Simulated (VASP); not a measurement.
**SiC: single point with PBEsol**

The system is SiC.

```
Si C
1.0
     0.00000    2.27206    2.27206
     2.27206    0.00000    2.27206
     2.21253    2.21253    0.05953
Si C
1 1
Cartesian
  0.0000 0.0000 0.0000
  3.3634 3.3634 3.4527
```

```
Program                : VASP 6.6.1
Task                   : single point
Functional             : PBEsol
Potentials or basis    : VASP PAW PBE potentials, release 64 (Si, C)
Cutoff                 : 520 eV
k mesh                 : 12 × 12 × 12
Occupations            : gaussian, width 0.05 eV
Spin                   : no spin polarisation
Dipole correction      : no
Further INCAR settings : ALGO = Normal; EDIFF = 1e-07; NBANDS = 11
```

```yaml
Pressure: -15.4 GPa
Largest_force: 0.277 eV/Å
Band_gap_on_the_k_mesh: 1.17 eV, indirect (least direct gap 4.12 eV)
```

Forces in eV/Å, atoms in the order of the input:
```
Si  -0.160 -0.160  0.160
C    0.160  0.160 -0.160
```

Stress tensor (GPa, compression positive):
```
-15.41   5.97  -5.97
  5.97 -15.41  -5.97
 -5.97  -5.97 -15.41
```

Levels at points of the mesh, in eV from the valence-band top:
```tsv
k point	band 1	band 2	band 3	band 4	band 5	band 6	band 7	band 8
(0.00, 0.00, 0.00)	-14.88	-0.17	-0.17	0.00	4.89	6.30	6.30	7.38
(0.50, 0.00, 0.00)	-11.68	-8.27	-1.07	-1.06	4.66	6.53	7.09	9.41
(0.50, 0.50, 0.00)	-10.21	-7.67	-3.34	-2.95	1.17	3.85	12.64	12.87
(0.00, 0.00, 0.50)	-11.28	-8.20	-1.35	-1.35	3.99	6.40	6.40	9.17
```

It took 50 s on 1 thread of Intel Xeon 6975P-C, with other jobs on the host, peak memory 0.16 GiB.

Caveat: the PAW data sets were made with another functional, which shifts forces and pressure a little. A k mesh can miss the band edges.
